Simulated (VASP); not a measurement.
Runs of VASP 6.6.1 on LuBC. Symmetry: P6_3/mmc, No. 194, hexagonal system. The conventional cell has a = 2.991 Å, b = 2.991 Å, c = 7.744 Å, α = 90.00°, β = 90.00°, γ = 120.00°. Within 3.4 Å of Lu (site symmetry -3m) lie 6 B at 2.59 Å and 6 C at 2.59 Å and 6 Lu at 2.99 Å. B (site symmetry -6m2) has 3 C at 1.73 Å within 2.3 Å. C (site symmetry -6m2) has 3 B at 1.73 Å within 2.3 Å. 

```tsv
level	gap on the mesh (eV)	pressure (GPa)
RPBE	none	4.9
LDA	none	-10.9
BLYP	none	7.7
PBEsol	none	(a)
```

Alike in all rows: task single point; potentials or basis VASP PAW PBE potentials, release 64 (Lu, B, C); no spin polarisation; cell as given; k mesh 10 × 10 × 4; cutoff (eV) 520; smearing methfessel-paxton 0.15 eV.

**Question.** Fill in the values left out.

**Answer.** (a) -5.9.

Caveats: the PAW data sets were made with another functional, which shifts forces and pressure a little; spin-orbit coupling is left out, which moves the levels of the heavy elements.

A k mesh can miss the band edges, and the runs leave out spin-orbit coupling on Lu.

A gap of «none» marks levels without a gap at the run's occupations.
